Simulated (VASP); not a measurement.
# KF (Pm-3m) in VASP: further runs

The runs below take KF through single point, relaxation of cell and atoms, with LDA.

Program: VASP 6.6.1. These are calculated values, not measurements. Logs are shortened: lines on timing, memory, paths and dates and some standing lists are left out, and cuts for length are marked.

## Step 1: The cell of the first run

Symmetry: Pm-3m, No. 221, cubic system. Conventional cell: a = 3.083 Å, b = 3.083 Å, c = 3.083 Å, α = 90.00°, β = 90.00°, γ = 90.00°. Within 3.5 Å of K (site symmetry m-3m) lie 8 F at 2.67 Å and 6 K at 3.08 Å. F (site symmetry m-3m) has 8 K at 2.67 Å and 6 F at 3.08 Å within 3.5 Å.

## Step 2: Single point, LDA

Contents of INCAR:

```
SYSTEM = KF
PREC = Accurate
ENCUT = 600
EDIFF = 1E-6
ISMEAR = -1
SIGMA = 0.02
LREAL = .FALSE.
LASPH = .TRUE.
NELM = 120
ALGO = Normal
ISIF = 2
LWAVE = .FALSE.
LCHARG = .FALSE.
NBANDS = 15
GGA_COMPAT = .FALSE.
```

Contents of KPOINTS:

```
Automatic mesh
0
G
  9 9 9
  0 0 0
```

Contents of POSCAR:

```
KF
1.0
    3.0832315067      0.0000000000      0.0000000000
    0.0000000000      3.0832315067      0.0000000000
    0.0000000000      0.0000000000      3.0832315067
K F
1 1
Direct
    0.0000000000      0.0000000000      0.0000000000
    0.5000000000      0.5000000000      0.5000000000
```

Potentials or basis: VASP PAW LDA potentials, release 64 (K_sv, F).

The run is started by

```sh
> cat potpaw_LDA.64/K_sv/POTCAR potpaw_LDA.64/F/POTCAR > POTCAR
> mpirun -np 1 vasp_std > vasp.out
```

OUTCAR:

```text
SYSTEM = KF
   PREC = Accurate
   ENCUT = 600
   EDIFF = 1E-6
   ISMEAR = -1
   LREAL = .FALSE.
   LASPH = .TRUE.
   NELM = 120
   ISIF = 2

 ion  position               nearest neighbor table
   1  0.000  0.000  0.000-   2 2.67   2 2.67   2 2.67   2 2.67   2 2.67   2 2.67   2 2.67   2 2.67

   2  0.500  0.500  0.500-   1 2.67   1 2.67   1 2.67   1 2.67   1 2.67   1 2.67   1 2.67   1 2.67

  LATTYP: Found a simple cubic cell.
 ALAT       =     3.0832315067

  Lattice vectors:

 A1 = (   3.0832315067,   0.0000000000,   0.0000000000)
 A2 = (   0.0000000000,   3.0832315067,   0.0000000000)
 A3 = (   0.0000000000,   0.0000000000,   3.0832315067)

Analysis of symmetry for initial positions (statically):
=====================================================================
 Subroutine PRICEL returns:
 Original cell was already a primitive cell.

 Routine SETGRP: Setting up the symmetry group for a
 simple cubic supercell.

 Subroutine GETGRP returns: Found 48 space group operations
 (whereof 48 operations were pure point group operations)
 out of a pool of 48 trial point group operations.

The static configuration has the point symmetry O_h .

Analysis of symmetry for dynamics (positions and initial velocities):
=====================================================================
 Subroutine PRICEL returns:
 Original cell was already a primitive cell.

 Routine SETGRP: Setting up the symmetry group for a
 simple cubic supercell.

 Subroutine GETGRP returns: Found 48 space group operations
 (whereof 48 operations were pure point group operations)
 out of a pool of 48 trial point group operations.

The dynamic configuration has the point symmetry O_h .

 Subroutine INISYM returns: Found 48 space group operations
 (whereof 48 operations are pure point group operations),
 and found     1 'primitive' translations

----------------------------------------------------------------------------------------

                                     Primitive cell

  volume of cell :      29.3102

  direct lattice vectors                    reciprocal lattice vectors
     3.083231507  0.000000000  0.000000000     0.324335035  0.000000000  0.000000000
     0.000000000  3.083231507  0.000000000     0.000000000  0.324335035  0.000000000
     0.000000000  0.000000000  3.083231507     0.000000000  0.000000000  0.324335035

  length of vectors
     3.083231507  3.083231507  3.083231507     0.324335035  0.324335035  0.324335035

  position of ions in fractional coordinates (direct lattice)
     0.000000000  0.000000000  0.000000000
     0.500000000  0.500000000  0.500000000

  ion indices of the primitive-cell ions
   primitive index   ion index
                 1           1
                 2           2

----------------------------------------------------------------------------------------

 KPOINTS: Automatic mesh

Automatic generation of k-mesh.
 Grid dimensions read from file:
 generate k-points for:    9    9    9

 Generating k-lattice:

  Cartesian coordinates                     Fractional coordinates (reciprocal lattice)
     0.036037226  0.000000000  0.000000000     0.111111111  0.000000000  0.000000000
     0.000000000  0.036037226  0.000000000     0.000000000  0.111111111  0.000000000
     0.000000000  0.000000000  0.036037226     0.000000000  0.000000000  0.111111111

  Length of vectors
     0.036037226  0.036037226  0.036037226

  Shift w.r.t. Gamma in fractional coordinates (k-lattice)
     0.000000000  0.000000000  0.000000000

 Subroutine IBZKPT returns following result:
 ===========================================

 Found     35 irreducible k-points:

 Following reciprocal coordinates:
            Coordinates               Weight
  0.000000  0.000000  0.000000      1.000000
  0.111111  0.000000  0.000000      6.000000
  0.222222  0.000000  0.000000      6.000000
  0.333333  0.000000  0.000000      6.000000
  0.444444  0.000000  0.000000      6.000000
  0.111111  0.111111  0.000000     12.000000
[... 16 lines left out ...]
  0.333333  0.333333  0.111111     24.000000
  0.444444  0.333333  0.111111     48.000000
 [... further k-points ...]
   k-points           NKPTS =     35   k-points in BZ     NKDIM =     35   number of bands    NBANDS=     15
   number of dos      NEDOS =    301   number of ions     NIONS =      2
   total plane-waves  NPLWV =  21952
   dimension x,y,z NGX =    28 NGY =   28 NGZ =   28
   dimension x,y,z NGXF=    56 NGYF=   56 NGZF=   56
   ions per type =               1   1
   NGX,Y,Z   is equivalent  to a cutoff of  15.10, 15.10, 15.10 a.u.
   NGXF,Y,Z  is equivalent  to a cutoff of  30.19, 30.19, 30.19 a.u.
 SYSTEM =  KF
   PREC   = accura    normal or accurate (medium, high low for compatibility)
   ISTART =      0    job   : 0-new  1-cont  2-samecut
   ICHARG =      2    charge: 1-file 2-atom 10-const
   ISPIN  =      1    spin polarized calculation?
   LNONCOLLINEAR =      F non collinear calculations
   LSORBIT =      F    spin-orbit coupling
   LASPH  =      T    aspherical Exc in radial PAW
   ENCUT  =  600.0 eV  44.10 Ry    6.64 a.u.   6.16  6.16  6.16*2*pi/ulx,y,z
   NELM   =    120;   NELMIN=  2; NELMDL= -5     # of ELM steps
   EDIFF  = 0.1E-05   stopping-criterion for ELM
   LREAL  =      F    real-space projection
   EDIFFG = 0.1E-04   stopping-criterion for IOM
   NSW    =      0    number of steps for IOM
   IBRION =     -1    ionic relax: 0-MD 1-quasi-New 2-CG
   NFREE  =      0    steps in history (QN), initial steepest desc. (CG)
   ISIF   =      2    stress and relaxation
   ISYM   =      2    0-nonsym 1-usesym 2-fastsym
   POTIM  = 0.5000    time-step for ionic-motion
   TEBEG  =    0.0;   TEEND  =   0.0 temperature during run
   PSTRESS=    0.0 pullay stress
   NELECT =      16.0000    total number of electrons
   NUPDOWN=      -1.0000    fix difference up-down
   EMIN   =  10.00;   EMAX   =-10.00  energy-range for DOS
   EFERMI =   0.00;   METHOD = LEGACY
   ISMEAR =    -1;   SIGMA  =   0.02  broadening in eV -4-tet -1-fermi 0-gaus
   EFERMI_NEDOS =   21; number of points for ismear=-14 and -15
   IALGO  =     38    algorithm
   IMIX   =      4    mixing-type and parameters
     AMIX     =   0.40;   BMIX     =  1.00
     AMIX_MAG =   1.60;   BMIX_MAG =  1.00
  volume/ion in A,a.u.               =      14.66        98.90
  Fermi-wavevector in a.u.,A,eV,Ry     =   1.337957  2.528371 24.356168  1.790128
  Thomas-Fermi vector in A             =   2.466465
   LORBIT       =      0    0 simple, 1 ext, 2 COOP (PROOUT), +10 PAW based schemes
   GGA     = CA    functional components
   LHFCALC =     F    Hartree Fock is set to
   AEXX    =    0.0000 exact exchange contribution
   IVDW    =     0    specifies the selected vdW correction
   LEPSILON=     F    determine dielectric tensor
   LRPA    =     F    only Hartree local field effects (RPA)
 non-spin polarized calculation
  energy-cutoff  :      600.00
  volume of cell :       29.31
 maximum number of plane-waves:       993
 NGX is ok and might be reduce to    28
   NGX = 13   NGY = 13   NGZ = 13

 number of electron      16.0000003 magnetization

 Free energy of the ion-electron system (eV)
  ---------------------------------------------------
  ext. energy  EPLUGINS =         0.00000000
  ---------------------------------------------------
  free energy    TOTEN  =        -8.96970578 eV

  energy without entropy =       -8.96970578  energy(sigma->0) =       -8.96970578

 E-fermi :  -1.4438     XC(G=0): -10.5622

 val. band max:       -1.8789736740   @ k =   0.0000   0.0000   0.0000
 cond. band min:       5.3304653419   @ k =   0.0000   0.0000   0.0000
 fundamental gap:      7.2094390159
 Fermi energy:        -1.4437614375

 k-point     1 :       0.0000    0.0000    0.0000
  band No.  band energies     occupation
      1     -28.0833      2.00000
      2     -20.4850      2.00000
      3     -11.0642      2.00000
      4     -11.0642      2.00000
      5     -11.0642      2.00000
      6      -1.8790      2.00000
      7      -1.8790      2.00000
      8      -1.8790      2.00000
      9       5.3305      0.00000
     10       6.3509      0.00000
     11       6.3509      0.00000
     12      13.0282      0.00000
     13      13.0282      0.00000
     14      13.0282      0.00000
     15      21.1978      0.00000

 k-point     2 :       0.1111    0.0000    0.0000
  band No.  band energies     occupation
      1     -28.0541      2.00000
      2     -20.4989      2.00000
      3     -11.1916      2.00000
      4     -11.0412      2.00000
      5     -11.0412      2.00000
      6      -2.0950      2.00000
      7      -1.9043      2.00000
      8      -1.9043      2.00000
      9       5.7118      0.00000
     10       6.4649      0.00000
     11       6.7320      0.00000
     12      12.7763      0.00000
     13      12.7763      0.00000
     14      13.0769      0.00000
     15      20.0329      0.00000

 k-point     3 :       0.2222    0.0000    0.0000
  band No.  band energies     occupation
      1     -27.9788      2.00000
      2     -20.5370      2.00000
      3     -11.4951      2.00000
      4     -10.9820      2.00000
      5     -10.9820      2.00000
      6      -2.5875      2.00000
      7      -1.9697      2.00000
      8      -1.9697      2.00000
      9       6.6228      0.00000
     10       6.7792      0.00000
     11       7.7918      0.00000
     12      12.2283      0.00000
     13      12.2283      0.00000
     14      13.2042      0.00000
     15      18.2536      0.00000
[... 343 lines left out ...]
 k-point    23 :       0.3333    0.3333    0.1111
  band No.  band energies     occupation
      1     -27.7101      2.00000
      2     -20.4704      2.00000
      3     -11.9872      2.00000
      4     -11.8395      2.00000
      5     -10.9664      2.00000
      6      -2.7352      2.00000
      7      -2.4565      2.00000
      8      -2.0849      2.00000
      9       7.8666      0.00000
     10       8.1690      0.00000
     11      10.6396      0.00000
     12      10.9356      0.00000
     13      11.0529      0.00000
     14      12.0094      0.00000
     15      17.6218      0.00000

 k-point    24 :       0.4444    0.3333    0.1111
  band No.  band energies     occupation
      1     -27.6627      2.00000
      2     -20.4417      2.00000
      3     -12.1809      2.00000
      4     -11.9403      2.00000
      5     -10.9288      2.00000
      6      -2.7416      2.00000
      7      -2.5211      2.00000
      8      -2.0536      2.00000
      9       7.6692      0.00000
     10       8.0745      0.00000
     11      10.4613      0.00000
     12      10.8163      0.00000
     13      11.5071      0.00000
     14      13.4054      0.00000
     15      16.6042      0.00000

 [... further k-points ...]
[... 5 lines left out ...]
  --------------------------------------------------------------------------------------
  -------------------------------------------------------------------------------------
  Total        0.0522095      0.0522095      0.0522095      0.0000000      0.0000000     -0.0000000
  in kB        2.8539176      2.8539176      2.8539176      0.0000000      0.0000000     -0.0000000
  external PRESSURE =       2.8539176 kB  Pullay stress =       0.0000000 kB

 VOLUME and BASIS-vectors are now :
 -----------------------------------------------------------------------------
  energy-cutoff  :      600.00
  volume of cell :       29.31
      direct lattice vectors                 reciprocal lattice vectors
     3.083231507  0.000000000  0.000000000     0.324335035  0.000000000  0.000000000
     0.000000000  3.083231507  0.000000000     0.000000000  0.324335035  0.000000000
     0.000000000  0.000000000  3.083231507     0.000000000  0.000000000  0.324335035

 POSITION                                       TOTAL-FORCE (eV/Angst)
 -----------------------------------------------------------------------------------
      0.00000      0.00000      0.00000         0.000000      0.000000      0.000000
      1.54162      1.54162      1.54162         0.000000      0.000000      0.000000
 -----------------------------------------------------------------------------------
    total drift:                                0.000000      0.000000      0.000000

  FREE ENERGIE OF THE ION-ELECTRON SYSTEM (eV)
  ---------------------------------------------------
  free  energy   TOTEN  =        -8.9697057806 eV

  energy  without entropy=       -8.9697057806  energy(sigma->0) =       -8.96970578
```

It took 20 s on 1 thread of AMD EPYC 7R43 (Zen 3), shared host; peak memory 0.11 GiB.

What came out:

```
Free energy            : -8.9697 eV
Pressure               : 0.3 GPa
Band gap on the k mesh : 7.21 eV
```

Levels at points of the mesh, in eV from the valence-band top:
| k point | band 5 | band 6 | band 7 | band 8 | band 9 | band 10 | band 11 | band 12 |
| --- | --- | --- | --- | --- | --- | --- | --- | --- |
| (0.00, 0.00, 0.00) | -9.19 | 0.00 | 0.00 | 0.00 | 7.21 | 8.23 | 8.23 | 14.91 |

Caveat: an odd mesh through Γ misses points on the zone boundary, where band edges can lie.

## Step 3: Single point, LDA

Contents of INCAR:

```
SYSTEM = KF
PREC = Accurate
ENCUT = 600
EDIFF = 1E-6
ISMEAR = -1
SIGMA = 0.02
LREAL = .False.
LASPH = .True.
NELM = 120
ALGO = Normal
ISIF = 2
LWAVE = .False.
LCHARG = .False.
GGA = CA
NBANDS = 15
GGA_COMPAT = .False.
```

Contents of KPOINTS:

```
regular mesh
0
Gamma
  9 9 9
  0 0 0
```

POSCAR is that of step 2.

Potentials or basis: VASP PAW LDA potentials, release 64 (K_sv, F).

The run is started by

```sh
> cat potpaw_LDA.64/K_sv/POTCAR potpaw_LDA.64/F/POTCAR > POTCAR
> mpirun -np 1 vasp_std > vasp.out
```

Wall time 18 s (1 thread of AMD EPYC 7R43 (Zen 3), shared host); peak memory 0.11 GiB.

Results (log left out):

```yaml
Free_energy: -8.9697 eV
Pressure: 0.3 GPa
Band_gap_on_the_k_mesh: 7.21 eV
```

Levels at points of the mesh, in eV from the valence-band top:
| k point | band 6 | band 7 | band 8 | band 9 | band 10 | band 11 |
| --- | --- | --- | --- | --- | --- | --- |
| (0.00, 0.00, 0.00) | 0.00 | 0.00 | 0.00 | 7.21 | 8.23 | 8.23 |

Caveat: an odd mesh through Γ misses points on the zone boundary, where band edges can lie.

(Continued in part 2 of 2.)
